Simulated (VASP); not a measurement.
# FeSi (P2_13) in VASP: further runs

The runs below take FeSi through single point, relaxation of cell and atoms, with PBE+D3(BJ).

Program: VASP 6.6.1. These are calculated values, not measurements. Logs are shortened: lines on timing, memory, paths and dates and some standing lists are left out, and cuts for length are marked.

## 1. The cell of the first run

The structure is cubic, space group P2_13 (No. 198). The conventional cell has a = 4.530 Å, b = 4.530 Å, c = 4.530 Å, α = 90.00°, β = 90.00°, γ = 90.00°. Fe (site symmetry 3) has 7 Si at 2.30 to 2.57 Å and 6 Fe at 2.78 Å within 3.0 Å. Within 3.0 Å of Si (site symmetry 3) lie 7 Fe at 2.30 to 2.57 Å and 6 Si at 2.81 Å.

## 2. Single point, PBE+D3(BJ) (11.62 Å³/atom)

Input file INCAR:

```
SYSTEM = FeSi
ALGO     = Normal         ! electronic algorithm
EDIFF    = 1E-6           ! SCF threshold, eV
ENCUT    = 600            ! plane-wave cutoff, eV
GGA      = PE             ! functional
GGA_COMPAT= .FALSE.      
ISIF     = 2              ! what is computed and relaxed
ISMEAR   = 0              ! smearing method
IVDW     = 12             ! dispersion correction
LASPH    = .TRUE.         ! aspherical terms in the spheres
LCHARG   = .FALSE.        ! write CHGCAR
LREAL    = .FALSE.        ! projectors in reciprocal space
LWAVE    = .FALSE.        ! write WAVECAR
NBANDS   = 34             ! bands
NELM     = 120            ! most SCF steps
PREC     = Accurate       ! precision mode
SIGMA    = 0.01           ! smearing width, eV
```

Input file KPOINTS:

```
k-points
0
G
  8 8 8
  0 0 0
```

Input file POSCAR:

```
FeSi
1.0
    4.5297482631      0.0000000000      0.0000000000
    0.0000000000      4.5297482631      0.0000000000
    0.0000000000      0.0000000000      4.5297482631
Fe Si
4 4
Direct
    0.1330115131      0.1330115131      0.1330115131
    0.3669884869      0.8669884869      0.6330115131
    0.6330115131      0.3669884869      0.8669884869
    0.8669884869      0.6330115131      0.3669884869
    0.8394072826      0.8394072826      0.8394072826
    0.6605927174      0.1605927174      0.3394072826
    0.3394072826      0.6605927174      0.1605927174
    0.1605927174      0.3394072826      0.6605927174
```

Potentials or basis: VASP PAW PBE potentials, release 64 (Fe, Si).

Launch:

```
$ cat potpaw_PBE.64/Fe/POTCAR potpaw_PBE.64/Si/POTCAR > POTCAR
$ mpirun -np 1 vasp_std > vasp.out
```

OUTCAR:

```text
SYSTEM = FeSi
   EDIFF = 1E-6
   ENCUT = 600
   GGA = PE
   ISIF = 2
   ISMEAR = 0
   IVDW = 12
   LASPH = .TRUE.
   LREAL = .FALSE.
   NELM = 120
   PREC = Accurate
 IVDW          = 12

 ion  position               nearest neighbor table
   1  0.133  0.133  0.133-   5 2.30   6 2.34   7 2.34   8 2.34   7 2.57   8 2.57   6 2.57   3 2.78
                             4 2.78   2 2.78   2 2.78   4 2.78   3 2.78
   2  0.367  0.867  0.633-   6 2.30   5 2.34   7 2.34   8 2.34   7 2.57   8 2.57   5 2.57   1 2.78
                             1 2.78   3 2.78   3 2.78   4 2.78   4 2.78
   3  0.633  0.367  0.867-   7 2.30   6 2.34   5 2.34   8 2.34   8 2.57   6 2.57   5 2.57   1 2.78
                             4 2.78   2 2.78   2 2.78   4 2.78   1 2.78
   4  0.867  0.633  0.367-   8 2.30   6 2.34   7 2.34   5 2.34   6 2.57   5 2.57   7 2.57   1 2.78
                             3 2.78   2 2.78   1 2.78   2 2.78   3 2.78
   5  0.839  0.839  0.839-   1 2.30   2 2.34   3 2.34   4 2.34   3 2.57   4 2.57   2 2.57   6 2.81
                             7 2.81   8 2.81   6 2.81   8 2.81   7 2.81
   6  0.661  0.161  0.339-   2 2.30   1 2.34   3 2.34   4 2.34   3 2.57   4 2.57   1 2.57   8 2.81
                             5 2.81   5 2.81   7 2.81   7 2.81   8 2.81
   7  0.339  0.661  0.161-   3 2.30   2 2.34   1 2.34   4 2.34   4 2.57   2 2.57   1 2.57   8 2.81
                             5 2.81   8 2.81   6 2.81   6 2.81   5 2.81
   8  0.161  0.339  0.661-   4 2.30   2 2.34   3 2.34   1 2.34   2 2.57   1 2.57   3 2.57   7 2.81
                             5 2.81   7 2.81   5 2.81   6 2.81   6 2.81

  LATTYP: Found a simple cubic cell.
 ALAT       =     4.5297482631

  Lattice vectors:

 A1 = (   4.5297482631,   0.0000000000,   0.0000000000)
 A2 = (   0.0000000000,   4.5297482631,   0.0000000000)
 A3 = (   0.0000000000,   0.0000000000,   4.5297482631)

Analysis of symmetry for initial positions (statically):
=====================================================================
 Subroutine PRICEL returns:
 Original cell was already a primitive cell.

 Routine SETGRP: Setting up the symmetry group for a
 simple cubic supercell.

 Subroutine GETGRP returns: Found 12 space group operations
 (whereof  3 operations were pure point group operations)
 out of a pool of 48 trial point group operations.

The static configuration has the point symmetry C_3 .
 The point group associated with its full space group is T   .

Analysis of symmetry for dynamics (positions and initial velocities):
=====================================================================
 Subroutine PRICEL returns:
 Original cell was already a primitive cell.

 Routine SETGRP: Setting up the symmetry group for a
 simple cubic supercell.

 Subroutine GETGRP returns: Found 12 space group operations
 (whereof  3 operations were pure point group operations)
 out of a pool of 48 trial point group operations.

The dynamic configuration has the point symmetry C_3 .
 The point group associated with its full space group is T   .
[... 126 lines left out ...]
   ISMEAR =     0;   SIGMA  =   0.01  broadening in eV -4-tet -1-fermi 0-gaus
   EFERMI_NEDOS =   21; number of points for ismear=-14 and -15
   IALGO  =     38    algorithm
   IMIX   =      4    mixing-type and parameters
     AMIX     =   0.40;   BMIX     =  1.00
     AMIX_MAG =   1.60;   BMIX_MAG =  1.00
  volume/ion in A,a.u.               =      11.62        78.40
  Fermi-wavevector in a.u.,A,eV,Ry     =   1.313453  2.482066 23.472207  1.725159
  Thomas-Fermi vector in A             =   2.443775
   LORBIT       =      0    0 simple, 1 ext, 2 COOP (PROOUT), +10 PAW based schemes
   GGA     = PE    functional components
   LHFCALC =     F    Hartree Fock is set to
   AEXX    =    0.0000 exact exchange contribution
   IVDW    =    12    specifies the selected vdW correction
   LEPSILON=     F    determine dielectric tensor
   LRPA    =     F    only Hartree local field effects (RPA)
 non-spin polarized calculation
 Gauss-broadening in eV      SIGMA  =   0.01
  energy-cutoff  :      600.00
  volume of cell :       92.94
 maximum number of plane-waves:      3136
   NGX = 19   NGY = 19   NGZ = 19

 number of electron      47.9999978 magnetization

 Free energy of the ion-electron system (eV)
  ---------------------------------------------------
  ext. energy  EPLUGINS =         0.00000000
  ---------------------------------------------------
  free energy    TOTEN  =       -58.61265489 eV

  energy without entropy =      -58.61265489  energy(sigma->0) =      -58.61265489

 E-fermi :   9.0730     XC(G=0): -12.5267

 val. band max:        9.0180736155   @ k =  -0.1250   0.2500   0.0000
 cond. band min:       9.1829876520   @ k =   0.2500   0.2500   0.0000
 fundamental gap:      0.1649140365
 Fermi energy:         9.0730206360

 k-point     1 :       0.0000    0.0000    0.0000
  band No.  band energies     occupation
      1      -3.7770      2.00000
      2       1.3894      2.00000
      3       1.3894      2.00000
      4       1.3894      2.00000
      5       4.2051      2.00000
      6       4.2051      2.00000
[... 877 lines left out ...]
     33      12.9786      0.00000
     34      13.7432      0.00000

 [... further k-points ...]

------------------------ aborting loop because EDIFF is reached ----------------------------------------

 Edisp (eV)   -3.49949

 E8    (eV) :    -1.4939

  FORCE on cell =-STRESS in cart. coord.  units (eV):
  Direction    XX          YY          ZZ          XY          YZ          ZX
  --------------------------------------------------------------------------------------
  -------------------------------------------------------------------------------------
  Total      -9.58714    -9.58714    -9.58714     0.00000     0.00000     0.00000
  in kB    -165.26367  -165.26367  -165.26367     0.00000     0.00000     0.00000
  external pressure =     -165.26 kB  Pullay stress =        0.00 kB

 VOLUME and BASIS-vectors are now :
 -----------------------------------------------------------------------------
  energy-cutoff  :      600.00
  volume of cell :       92.94
      direct lattice vectors                 reciprocal lattice vectors
     4.529748263  0.000000000  0.000000000     0.220762820  0.000000000  0.000000000
     0.000000000  4.529748263  0.000000000     0.000000000  0.220762820  0.000000000
     0.000000000  0.000000000  4.529748263     0.000000000  0.000000000  0.220762820

 POSITION                                       TOTAL-FORCE (eV/Angst)
 -----------------------------------------------------------------------------------
      0.60251      0.60251      0.60251         0.017985      0.017985      0.017985
      1.66237      3.92724      2.86738        -0.017985     -0.017985      0.017985
      2.86738      1.66237      3.92724         0.017985     -0.017985     -0.017985
      3.92724      2.86738      1.66237        -0.017985      0.017985     -0.017985
      3.80230      3.80230      3.80230         0.002559      0.002559      0.002559
      2.99232      0.72744      1.53743        -0.002559     -0.002559      0.002559
      1.53743      2.99232      0.72744         0.002559     -0.002559     -0.002559
      0.72744      1.53743      2.99232        -0.002559      0.002559     -0.002559
 -----------------------------------------------------------------------------------
    total drift:                               -0.000000     -0.000000     -0.000000

  FREE ENERGIE OF THE ION-ELECTRON SYSTEM (eV)
  ---------------------------------------------------
  free  energy   TOTEN  =       -62.1121419656 eV

  energy  without entropy=      -62.1121419656  energy(sigma->0) =      -62.11214197
```

OSZICAR:

```text
N       E                     dE             d eps       ncg     rms          rms(c)
DAV:   1     0.361933156769E+03    0.36193E+03   -0.21584E+04  3060   0.174E+03
DAV:   2    -0.340772550820E+02   -0.39601E+03   -0.37604E+03  3060   0.379E+02
DAV:   3    -0.649413412884E+02   -0.30864E+02   -0.27886E+02  3542   0.123E+02
DAV:   4    -0.665292162067E+02   -0.15879E+01   -0.15576E+01  4464   0.263E+01
DAV:   5    -0.665637596196E+02   -0.34543E-01   -0.34507E-01  4392   0.385E+00    0.304E+01
DAV:   6    -0.736648095503E+02   -0.71010E+01   -0.16035E+02  4592   0.149E+02    0.352E+01
DAV:   7    -0.587041309347E+02    0.14961E+02   -0.60891E+01  4264   0.107E+02    0.860E+00
DAV:   8    -0.587325408483E+02   -0.28410E-01   -0.42303E+00  3728   0.118E+01    0.346E+00
DAV:   9    -0.586228919466E+02    0.10965E+00   -0.33822E-01  4954   0.621E+00    0.148E+00
DAV:  10    -0.586132625719E+02    0.96294E-02   -0.23688E-02  4292   0.116E+00    0.433E-01
DAV:  11    -0.586128164262E+02    0.44615E-03   -0.28804E-03  4566   0.526E-01    0.223E-01
DAV:  12    -0.586126638779E+02    0.15255E-03   -0.29756E-04  4114   0.154E-01    0.726E-02
DAV:  13    -0.586126572300E+02    0.66479E-05   -0.11050E-04  4822   0.617E-02    0.421E-02
DAV:  14    -0.586126549990E+02    0.22310E-05   -0.13759E-05  3690   0.280E-02    0.607E-03
DAV:  15    -0.586126548918E+02    0.10722E-06   -0.14596E-06  1786   0.168E-02
   1 F= -.62112142E+02 E0= -.62112142E+02  d E =-.176521E-16
```

Run time: 2.3 min. Hardware: 1 thread of Oxide Virtual Turin-like, shared host; peak memory 0.26 GiB.

Results:

```
Free energy                : -62.1121 eV
Pressure                   : -16.5 GPa
Largest force              : 0.031 eV/Å
Band gap on the k mesh     : 0.16 eV (least direct gap 0.18 eV)
Dispersion energy per atom : -0.437 eV
```

Forces in eV/Å, atoms in the order of the input:
```
Fe   0.018  0.018  0.018
Fe  -0.018 -0.018  0.018
Fe   0.018 -0.018 -0.018
Fe  -0.018  0.018 -0.018
Si   0.003  0.003  0.003
Si  -0.003 -0.003  0.003
Si   0.003 -0.003 -0.003
Si  -0.003  0.003 -0.003
```

Levels at points of the mesh, in eV from the valence-band top:
| k point | band 20 | band 21 | band 22 | band 23 | band 24 | band 25 | band 26 | band 27 | band 28 | band 29 |
| --- | --- | --- | --- | --- | --- | --- | --- | --- | --- | --- |
| (0.00, 0.00, 0.00) | -0.26 | -0.26 | -0.26 | -0.03 | -0.03 | 0.61 | 0.61 | 0.61 | 2.80 | 2.80 |
| (0.50, 0.00, 0.00) | -1.14 | -0.34 | -0.34 | -0.01 | -0.01 | 0.20 | 0.20 | 1.63 | 1.63 | 2.02 |
| (0.50, 0.50, 0.00) | -1.16 | -0.94 | -0.94 | -0.32 | -0.32 | 0.61 | 0.61 | 1.21 | 1.21 | 2.48 |
| (0.50, 0.50, 0.50) | -0.67 | -0.60 | -0.60 | -0.60 | -0.60 | 0.47 | 0.47 | 0.47 | 0.47 | 5.29 |

Caveat: the cell stands under tension. Spin polarisation is off, so any magnetic state and its effect on volume and gap are missing.

## 3. Relaxation of cell and atoms, PBE+D3(BJ)

This run uses another cell than the first one, of 10.66 Å³/atom.

Input file INCAR:

```
PREC = Accurate
ENCUT = 600
EDIFF = 1E-7
ISMEAR = 0
SIGMA = 0.01
LREAL = F
LASPH = T
NELM = 120
ALGO = Normal
ISIF = 3
LWAVE = F
LCHARG = F
GGA = PE
IVDW = 12
IBRION = 2
NSW = 100
EDIFFG = -0.002
GGA_COMPAT = F
NELMIN = 4
```

Input file KPOINTS:

```
Automatic mesh
0
Gamma
  8 8 8
```

Input file POSCAR:

```
FeSi
1.0
    4.4017362942      0.0000000000      0.0000000000
    0.0000000000      4.4017362942      0.0000000000
    0.0000000000      0.0000000000      4.4017362942
Fe Si
4 4
Direct
    0.1375712237      0.1375712237      0.1375712237
    0.3624287763      0.8624287763      0.6375712237
    0.6375712237      0.3624287763      0.8624287763
    0.8624287763      0.6375712237      0.3624287763
    0.8415342010      0.8415342010      0.8415342010
    0.6584657990      0.1584657990      0.3415342010
    0.3415342010      0.6584657990      0.1584657990
    0.1584657990      0.3415342010      0.6584657990
```

Potentials or basis: VASP PAW PBE potentials, release 64 (Fe, Si).

Launch:

```
$ cat potpaw_PBE.64/Fe/POTCAR potpaw_PBE.64/Si/POTCAR > POTCAR
$ mpirun -np 1 vasp_std > vasp.out
```

It took 6.6 min on 1 thread of Oxide Virtual Turin-like, shared host; peak memory 0.26 GiB.

Results (log left out):

| Quantity | Value |
| --- | --- |
| Free energy | -62.5433 eV |
| Relaxed volume | 10.66 Å³/atom |
| Relaxed cell | a = 4.402 Å, b = 4.402 Å, c = 4.402 Å, α = 90.00°, β = 90.00°, γ = 90.00° |
| Space group after relaxing (to 0.1 Å) | P2_13 (No. 198) |
| Energy gained by relaxing | 0.0 meV/atom |
| Ionic steps | 5 |
| Pressure after relaxing | 0.0 GPa |
| Band gap on the k mesh | 0.16 eV (least direct gap 0.17 eV) |
| Dispersion energy per atom | -0.478 eV |

Final structure:
```
Fe Si
1.0
     4.40192    0.00000    0.00000
     0.00000    4.40192    0.00000
     0.00000    0.00000    4.40192
Fe Si
4 4
Direct
  0.13768 0.13768 0.13768
  0.36232 0.86232 0.63768
  0.63768 0.36232 0.86232
  0.86232 0.63768 0.36232
  0.84137 0.84137 0.84137
  0.65863 0.15863 0.34136
  0.34136 0.65863 0.15863
  0.15863 0.34136 0.65863
```

Levels at points of the mesh, in eV from the valence-band top:
```
           k point  band 20  band 21  band 22  band 23  band 24  band 25  band 26  band 27  band 28  band 29
(0.00, 0.00, 0.00)    -0.30    -0.30    -0.30    -0.05    -0.05     0.69     0.69     0.69     3.18     3.18
(0.50, 0.00, 0.00)    -1.30    -0.40    -0.40    -0.01    -0.01     0.19     0.19     1.78     1.78     2.35
(0.50, 0.50, 0.00)    -1.32    -1.06    -1.06    -0.38    -0.38     0.66     0.66     1.36     1.36     2.84
(0.50, 0.50, 0.50)    -0.76    -0.71    -0.71    -0.71    -0.71     0.51     0.51     0.51     0.51     5.85
```

A k mesh can miss the band edges. Spin polarisation is off, so any magnetic state and its effect on volume and gap are missing.
